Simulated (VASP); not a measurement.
Crystal: Sn2PdSe5.

```
Sn Pd Se
1.0
     4.47919    0.00000    0.00000
     0.00000    4.47919    0.00000
     0.00000    0.00000   10.60030
Sn Pd Se
2 1 5
Direct
  0.50000 0.50000 0.25572
  0.50000 0.50000 0.74428
  0.50000 0.50000 0.00000
  0.00000 0.50000 0.00000
  0.50000 0.00000 0.00000
  0.00000 0.50000 0.50000
  0.50000 0.00000 0.50000
  0.50000 0.50000 0.50000
```

The cell was built from a structure type or drawn by symmetry, and may not be a known phase.

- Program: VASP 6.6.1
- Task: relaxation of cell and atoms
- Functional: PBE
- Potentials or basis: VASP PAW PBE potentials, release 64 (Sn_d, Pd, Se)
- Cutoff: 500 eV
- k mesh: 3 × 3 × 1
- Occupations: gaussian, width 0.15 eV
- Spin: no spin polarisation

At the start: pressure 22.7 GPa; volume 26.58 Å³/atom.

Question: Where does the relaxation end?

Answer: Over 9 steps the energy falls by 616.8 meV/atom and the volume is 35.34 Å³/atom (+32.9 %); space group P4/mmm (No. 123, to 0.1 Å) before and after.

The path:
| step | energy change (eV) | largest force (eV/Å) | pressure (GPa) | volume (Å³) |
| --- | --- | --- | --- | --- |
| 1 | 0.0000 | 1.9794 | 22.65 | 212.68 |
| 2 | -3.4719 | 0.9918 | -5.10 | 348.62 |
| 3 | -4.6191 | 1.3372 | -0.58 | 286.24 |
| 4 | -4.6197 | 1.3269 | -0.80 | 287.91 |
| 5 | -4.8349 | 0.9817 | -0.33 | 283.66 |
| 6 | -4.8980 | 0.3596 | 0.37 | 279.81 |
| 7 | -4.8993 | 0.4665 | 0.26 | 280.33 |
| 8 | -4.9317 | 0.1056 | 0.08 | 282.03 |
| 9 | -4.9347 | 0.0319 | 0.03 | 282.73 |

Final structure:
```
Sn Pd Se
1.0
     5.12116    0.00000    0.00000
     0.00000    5.12116    0.00000
     0.00000    0.00000   10.78058
Sn Pd Se
2 1 5
Direct
  0.50000 0.50000 0.23587
  0.50000 0.50000 0.76413
  0.50000 0.50000 0.00000
  0.00000 0.50000 0.00000
  0.50000 0.00000 0.00000
  0.00000 0.50000 0.50000
  0.50000 0.00000 0.50000
  0.50000 0.50000 0.50000
```

Caveat: the k points lie up to 0.58 Å⁻¹ apart in the final cell; the volume moved by over 15 % at a fixed basis, so the end points are rough.
